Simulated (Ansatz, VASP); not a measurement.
## One calculation of AlCu3, two programs

```
Al Cu
1.0
     5.08346    0.00000    0.00000
    -2.54173    4.40240    0.00000
     0.00000    0.00000    4.12767
Al Cu
2 6
Cartesian
  2.5417 1.4675 1.0319
  0.0000 2.9349 3.0958
  1.2594 0.7271 3.0958
  3.8240 0.7271 3.0958
  2.5417 2.9482 3.0958
  1.2823 3.6753 1.0319
  -1.2823 3.6753 1.0319
  0.0000 1.4542 1.0319
```

Alike in both runs: functional LDA; k mesh 12 × 12 × 8; occupations fermi-dirac, width 0.15 eV; no spin polarisation.

Ansatz relaxed the structure, and its values are those at the end. VASP's run is a single point on that final structure, the one shown.

|  | VASP | Ansatz |
| --- | --- | --- |
| version | VASP 6.6.1 | Ansatz 0.2.0 |
| potentials or method | VASP PAW LDA potentials, release 64 (Al, Cu), cutoff 520 eV | scalar-relativistic, plane waves, PAW |
| valence electrons in the cell | 72 | 120 |

```csv
,VASP,Ansatz,Ansatz less VASP
gap on the k mesh at the Fermi level (eV),none,none,-
pressure (GPa),0.5,0.0,-0.52
```

LDA's correlation is that of Perdew and Zunger in VASP and of Perdew and Wang (1992) in Ansatz. A gap of «none» marks a metal or a gap that the smearing closes. VASP's potentials hold 72 valence electrons a cell and Ansatz's 120, so a difference there can come from the potentials and not from the codes.
